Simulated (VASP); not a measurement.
# SiO2 (Fddd) in VASP: a series of runs

Aim: see how the results for SiO2 move with the level of theory and the settings. Levels: PBE+D3(BJ), LDA. Tasks: single point.

Everything below comes from runs of VASP 6.6.1. Logs are shortened: lines on timing, memory, paths and dates and some standing lists are left out, and cuts for length are marked.

## (1) The cell of the first run

It takes space group Fddd (No. 70, orthorhombic). The conventional cell has a = 4.734 Å, b = 9.470 Å, c = 14.805 Å, α = 90.00°, β = 90.00°, γ = 90.00°. Si (site symmetry 2) has 4 O at 1.61 to 1.63 Å within 2.1 Å. O (site symmetry 2) has 2 Si at 1.63 Å within 2.2 Å. O (site symmetry -1) has 2 Si at 1.61 Å within 2.1 Å.

## (2) Single point, PBE+D3(BJ)

The input, INCAR:

```
SYSTEM = SiO2
PREC = Accurate
ENCUT = 520
EDIFF = 1E-6
ISMEAR = -1
SIGMA = 0.05
LREAL = .FALSE.
LASPH = .TRUE.
NELM = 100
ALGO = Normal
ISIF = 2
LWAVE = .FALSE.
LCHARG = .TRUE.
GGA = PE
IVDW = 12
LELF = .TRUE.
LVHAR = .TRUE.
NBANDS = 44
```

The input, KPOINTS:

```
Automatic mesh
0
G
  7 7 7
  0 0 0
```

The input, POSCAR:

```
SiO2
1.0
    0.0000000000      4.7349366225      7.4024535692
    2.3669640577      0.0000000000      7.4024535692
    2.3669640577      4.7349366225      0.0000000000
Si O
4 8
Direct
    0.9370305063      0.9370305063      0.5629694937
    0.6870305063      0.6870305063      0.3129694937
    0.3129694937      0.3129694937      0.6870305063
    0.5629694937      0.5629694937      0.9370305063
    0.0655240695      0.4344759305      0.0655240695
    0.4344759305      0.0655240695      0.4344759305
    0.8155240695      0.1844759305      0.8155240695
    0.1844759305      0.8155240695      0.1844759305
    0.1250000000      0.6250000000      0.6250000000
    0.6250000000      0.6250000000      0.6250000000
    0.6250000000      0.6250000000      0.1250000000
    0.6250000000      0.1250000000      0.6250000000
```

Potentials or basis: VASP PAW PBE potentials, release 64 (Si, O).

Started as:

```sh
cat potpaw_PBE.64/Si/POTCAR potpaw_PBE.64/O/POTCAR > POTCAR
mpirun -np 1 vasp_std > vasp.out
```

OUTCAR:

```text
SYSTEM = SiO2
   PREC = Accurate
   ENCUT = 520
   EDIFF = 1E-6
   ISMEAR = -1
   LREAL = .FALSE.
   LASPH = .TRUE.
   NELM = 100
   ISIF = 2
   GGA = PE
   IVDW = 12
 IVDW          = 12

 ion  position               nearest neighbor table
   1  0.937  0.937  0.563-   9 1.61  12 1.61   7 1.63   8 1.63   4 3.01   4 3.01
   2  0.687  0.687  0.313-  10 1.61  11 1.61   5 1.63   6 1.63   3 3.01   3 3.01
   3  0.313  0.313  0.687-   9 1.61  12 1.61   6 1.63   5 1.63   2 3.01   2 3.01
   4  0.563  0.563  0.937-  10 1.61  11 1.61   7 1.63   8 1.63   1 3.01   1 3.01
   5  0.066  0.434  0.066-   2 1.63   3 1.63
   6  0.434  0.066  0.434-   2 1.63   3 1.63
   7  0.816  0.184  0.816-   1 1.63   4 1.63
   8  0.184  0.816  0.184-   4 1.63   1 1.63
   9  0.125  0.625  0.625-   1 1.61   3 1.61
  10  0.625  0.625  0.625-   2 1.61   4 1.61
  11  0.625  0.625  0.125-   2 1.61   4 1.61
  12  0.625  0.125  0.625-   1 1.61   3 1.61

  LATTYP: Found a face centered orthorhombic cell.
 ALAT       =     4.7339281154
 B/A-ratio  =     2.0004260762
 C/A-ratio  =     3.1274042988

  Lattice vectors:

 A1 = (   0.0000000000,   4.7349366225,   7.4024535692)
 A2 = (   2.3669640577,   0.0000000000,   7.4024535692)
 A3 = (   2.3669640577,   4.7349366225,   0.0000000000)

Analysis of symmetry for initial positions (statically):
=====================================================================
 Subroutine PRICEL returns:
 Original cell was already a primitive cell.

 Routine SETGRP: Setting up the symmetry group for a
 face centered orthorhombic supercell.

 Subroutine GETGRP returns: Found  8 space group operations
 (whereof  4 operations were pure point group operations)
 out of a pool of  8 trial point group operations.

The static configuration has the point symmetry D_2 .
 The point group associated with its full space group is D_2h.

Analysis of symmetry for dynamics (positions and initial velocities):
=====================================================================
 Subroutine PRICEL returns:
 Original cell was already a primitive cell.

 Routine SETGRP: Setting up the symmetry group for a
 face centered orthorhombic supercell.

 Subroutine GETGRP returns: Found  8 space group operations
 (whereof  4 operations were pure point group operations)
 out of a pool of  8 trial point group operations.

The dynamic configuration has the point symmetry D_2 .
 The point group associated with its full space group is D_2h.

 Subroutine INISYM returns: Found  8 space group operations
 (whereof  4 operations are pure point group operations),
 and found     1 'primitive' translations

----------------------------------------------------------------------------------------

                                     Primitive cell

  volume of cell :     165.9249

  direct lattice vectors                    reciprocal lattice vectors
     0.000000000  4.734936623  7.402453569    -0.211241061  0.105598034  0.067545172
     2.366964058  0.000000000  7.402453569     0.211241061 -0.105598034  0.067545172
     2.366964058  4.734936623  0.000000000     0.211241061  0.105598034 -0.067545172

  length of vectors
     8.787260305  7.771668913  5.293594589     0.245634039  0.245634039  0.245634039

  position of ions in fractional coordinates (direct lattice)
     0.937030506  0.937030506  0.562969494
     0.687030506  0.687030506  0.312969494
     0.312969494  0.312969494  0.687030506
     0.562969494  0.562969494  0.937030506
     0.065524070  0.434475930  0.065524070
     0.434475930  0.065524070  0.434475930
     0.815524070  0.184475930  0.815524070
     0.184475930  0.815524070  0.184475930
     0.125000000  0.625000000  0.625000000
     0.625000000  0.625000000  0.625000000
     0.625000000  0.625000000  0.125000000
     0.625000000  0.125000000  0.625000000

  ion indices of the primitive-cell ions
   primitive index   ion index
                 1           1
                 2           2
                 3           3
                 4           4
                 5           5
                 6           6
                 7           7
                 8           8
                 9           9
                10          10
                11          11
                12          12

----------------------------------------------------------------------------------------

 KPOINTS: Automatic mesh

Automatic generation of k-mesh.
 Grid dimensions read from file:
 generate k-points for:    7    7    7

 Generating k-lattice:

  Cartesian coordinates                     Fractional coordinates (reciprocal lattice)
    -0.030177294  0.015085433  0.009649310     0.142857143  0.000000000  0.000000000
     0.030177294 -0.015085433  0.009649310     0.000000000  0.142857143 -0.000000000
     0.030177294  0.015085433 -0.009649310     0.000000000 -0.000000000  0.142857143

  Length of vectors
     0.035090577  0.035090577  0.035090577

  Shift w.r.t. Gamma in fractional coordinates (k-lattice)
     0.000000000  0.000000000  0.000000000

 Subroutine IBZKPT returns following result:
 ===========================================

 Found     64 irreducible k-points:

 Following reciprocal coordinates:
            Coordinates               Weight
  0.000000  0.000000  0.000000      1.000000
  0.142857  0.000000  0.000000      8.000000
  0.285714  0.000000  0.000000      8.000000
  0.428571 -0.000000  0.000000      8.000000
  0.142857  0.142857  0.000000      2.000000
  0.285714  0.142857  0.000000      8.000000
[... 16 lines left out ...]
  0.000000  0.142857  0.142857      2.000000
  0.285714  0.142857  0.142857      4.000000
 [... further k-points ...]
   k-points           NKPTS =     64   k-points in BZ     NKDIM =     64   number of bands    NBANDS=     44
   number of dos      NEDOS =    301   number of ions     NIONS =     12
   total plane-waves  NPLWV = 168000
   dimension x,y,z NGX =    70 NGY =   60 NGZ =   40
   dimension x,y,z NGXF=   140 NGYF=  120 NGZF=   80
   ions per type =               4   8
   NGX,Y,Z   is equivalent  to a cutoff of  13.24, 12.83, 12.56 a.u.
   NGXF,Y,Z  is equivalent  to a cutoff of  26.49, 25.67, 25.12 a.u.
 SYSTEM =  SiO2
   PREC   = accura    normal or accurate (medium, high low for compatibility)
   ISTART =      0    job   : 0-new  1-cont  2-samecut
   ICHARG =      2    charge: 1-file 2-atom 10-const
   ISPIN  =      1    spin polarized calculation?
   LNONCOLLINEAR =      F non collinear calculations
   LSORBIT =      F    spin-orbit coupling
   LASPH  =      T    aspherical Exc in radial PAW
   ENCUT  =  520.0 eV  38.22 Ry    6.18 a.u.  16.34 14.45  9.84*2*pi/ulx,y,z
   NELM   =    100;   NELMIN=  2; NELMDL= -5     # of ELM steps
   EDIFF  = 0.1E-05   stopping-criterion for ELM
   LREAL  =      F    real-space projection
   EDIFFG = 0.1E-04   stopping-criterion for IOM
   NSW    =      0    number of steps for IOM
   IBRION =     -1    ionic relax: 0-MD 1-quasi-New 2-CG
   NFREE  =      0    steps in history (QN), initial steepest desc. (CG)
   ISIF   =      2    stress and relaxation
   ISYM   =      2    0-nonsym 1-usesym 2-fastsym
   POTIM  = 0.5000    time-step for ionic-motion
   TEBEG  =    0.0;   TEEND  =   0.0 temperature during run
   PSTRESS=    0.0 pullay stress
   NELECT =      64.0000    total number of electrons
   NUPDOWN=      -1.0000    fix difference up-down
   EMIN   =  10.00;   EMAX   =-10.00  energy-range for DOS
   EFERMI =   0.00;   METHOD = LEGACY
   ISMEAR =    -1;   SIGMA  =   0.05  broadening in eV -4-tet -1-fermi 0-gaus
   EFERMI_NEDOS =   21; number of points for ismear=-14 and -15
   IALGO  =     38    algorithm
   IMIX   =      4    mixing-type and parameters
     AMIX     =   0.40;   BMIX     =  1.00
     AMIX_MAG =   1.60;   BMIX_MAG =  1.00
  volume/ion in A,a.u.               =      13.83        93.31
  Fermi-wavevector in a.u.,A,eV,Ry     =   1.191693  2.251973 19.322065  1.420132
  Thomas-Fermi vector in A             =   2.327748
   LORBIT       =      0    0 simple, 1 ext, 2 COOP (PROOUT), +10 PAW based schemes
   GGA     = PE    functional components
   LHFCALC =     F    Hartree Fock is set to
   AEXX    =    0.0000 exact exchange contribution
   IVDW    =    12    specifies the selected vdW correction
   LEPSILON=     F    determine dielectric tensor
   LRPA    =     F    only Hartree local field effects (RPA)
 non-spin polarized calculation
  energy-cutoff  :      520.00
  volume of cell :      165.92
 maximum number of plane-waves:      4492
 NGX is ok and might be reduce to    70
   NGX = 33   NGY = 29   NGZ = 19

 number of electron      64.0000005 magnetization

 Free energy of the ion-electron system (eV)
  ---------------------------------------------------
  ext. energy  EPLUGINS =         0.00000000
  ---------------------------------------------------
  free energy    TOTEN  =       -94.75417275 eV

  energy without entropy =      -94.75417275  energy(sigma->0) =      -94.75417275

 E-fermi :   1.5030     XC(G=0):  -8.6699

 val. band max:        0.3735968402   @ k =   0.0000   0.0000   0.0000
 cond. band min:       6.0586637736   @ k =   0.0000   0.0000   0.0000
 fundamental gap:      5.6850669334
 Fermi energy:         1.5030289070

 k-point     1 :       0.0000    0.0000    0.0000
  band No.  band energies     occupation
      1     -18.9473      2.00000
      2     -18.0433      2.00000
      3     -18.0232      2.00000
      4     -16.9735      2.00000
      5     -16.9359      2.00000
      6     -16.8445      2.00000
[... 36 lines left out ...]
     43      12.0466      0.00000
     44      12.6381      0.00000
[... 1040 lines left out ...]
      4     -17.0215      2.00000
      5     -16.9642      2.00000
      6     -16.8658      2.00000
[... 36 lines left out ...]
     43      11.9798      0.00000
     44      12.5089      0.00000

 [... further k-points ...]

------------------------ aborting loop because EDIFF is reached ----------------------------------------

 Edisp (eV)   -1.52515

 E8    (eV) :    -0.5115

  FORCE on cell =-STRESS in cart. coord.  units (eV):
  Direction    XX          YY          ZZ          XY          YZ          ZX
  --------------------------------------------------------------------------------------
  -------------------------------------------------------------------------------------
  Total       0.21420    -0.02501     0.15096     0.00000     0.00000     0.00000
  in kB       2.06828    -0.24145     1.45771     0.00000     0.00000     0.00000
  external pressure =        1.09 kB  Pullay stress =        0.00 kB

 VOLUME and BASIS-vectors are now :
 -----------------------------------------------------------------------------
  energy-cutoff  :      520.00
  volume of cell :      165.92
      direct lattice vectors                 reciprocal lattice vectors
     0.000000000  4.734936623  7.402453569    -0.211241061  0.105598034  0.067545172
     2.366964058  0.000000000  7.402453569     0.211241061 -0.105598034  0.067545172
     2.366964058  4.734936623  0.000000000     0.211241061  0.105598034 -0.067545172

 POSITION                                       TOTAL-FORCE (eV/Angst)
 -----------------------------------------------------------------------------------
      3.55045      7.10240     13.87265         0.000000     -0.000000     -0.035390
      2.36696      4.73494     10.17142         0.000000      0.000000     -0.035390
      2.36696      4.73494      4.63348         0.000000      0.000000      0.035390
      3.55045      7.10240      8.33471         0.000000     -0.000000      0.035390
      1.18348      0.62050      3.70123         0.000000      0.000326      0.000000
      1.18348      4.11443      3.70123         0.000000     -0.000326      0.000000
      2.36696      7.72291      7.40245        -0.000000      0.000326      0.000000
      2.36696      1.74696      7.40245        -0.000000     -0.000326      0.000000
      2.95871      3.55120      5.55184        -0.000000     -0.000000      0.000000
      2.95871      5.91867      9.25307        -0.000000     -0.000000      0.000000
      1.77522      3.55120      9.25307         0.000000      0.000000      0.000000
      1.77522      5.91867      5.55184         0.000000      0.000000      0.000000
 -----------------------------------------------------------------------------------
    total drift:                                0.000000      0.000000      0.000000

  FREE ENERGIE OF THE ION-ELECTRON SYSTEM (eV)
  ---------------------------------------------------
  free  energy   TOTEN  =       -96.2793251008 eV

  energy  without entropy=      -96.2793251008  energy(sigma->0) =      -96.27932510
```

Wall time 13 min (1 thread of AMD EPYC 7R13 (Zen 3), shared host); peak memory 0.57 GiB.

What came out:

```
Free energy                : -96.2793 eV
Pressure                   : 0.1 GPa
Largest force              : 0.035 eV/Å
Band gap on the k mesh     : 5.69 eV
Dispersion energy per atom : -0.127 eV
```

Forces on the atoms (eV/Å):
```
Si   0.000  0.000 -0.035
Si   0.000  0.000 -0.035
Si   0.000  0.000  0.035
Si   0.000  0.000  0.035
O    0.000  0.000  0.000
O    0.000  0.000  0.000
O    0.000  0.000  0.000
O    0.000  0.000  0.000
O    0.000  0.000  0.000
O    0.000  0.000  0.000
O    0.000  0.000  0.000
O    0.000  0.000  0.000
```

Caveat: an odd mesh through Γ misses points on the zone boundary, where band edges can lie.

(Part 1 of 2 ends here.)
